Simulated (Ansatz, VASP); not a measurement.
One calculation of ZrSi2, two programs

```xyz
3
Lattice="3.5354 0.0000 0.0000 0.0000 3.5354 0.0000 0.0000 0.0000 4.8258" Properties=species:S:1:pos:R:3 pbc="T T T"
Zr    1.7677    1.7677    0.0000
Si    0.0000    0.0000    1.2398
Si    0.0000    0.0000    3.5860
```

Alike in both runs: task single point; functional PBE; k mesh 6 × 6 × 4; occupations gaussian, width 0.1 eV; collinear spin.

|  | VASP | Ansatz |
| --- | --- | --- |
| version | VASP 6.6.1 | Ansatz 0.2.0 |
| potentials or method | VASP PAW PBE potentials, release 64 (Zr_sv, Si), cutoff 520 eV | scalar-relativistic, plane waves, PAW |
| valence electrons in the cell | 20 | 20 |

|  | VASP | Ansatz | Ansatz less VASP |
| --- | --- | --- | --- |
| gap on the k mesh at the Fermi level (eV) | none | none | - |
| pressure (GPa) | 0.0 | 0.0 | -0.01 |
| traceless stress, the component that is largest in VASP (GPa) | 0.30 | 0.34 | +0.042 |
| rms of the force components (eV/Å) | 0.008 | 0.003 | -0.0046 |
| net moment per atom (μB) | 0.00 | 0.00 | 0.000 |

Atom by atom the forces differ by 0.005 eV/Å (rms over components). A gap of «none» marks a metal or a gap that the smearing closes. Ansatz's warnings: seeded moment not kept.
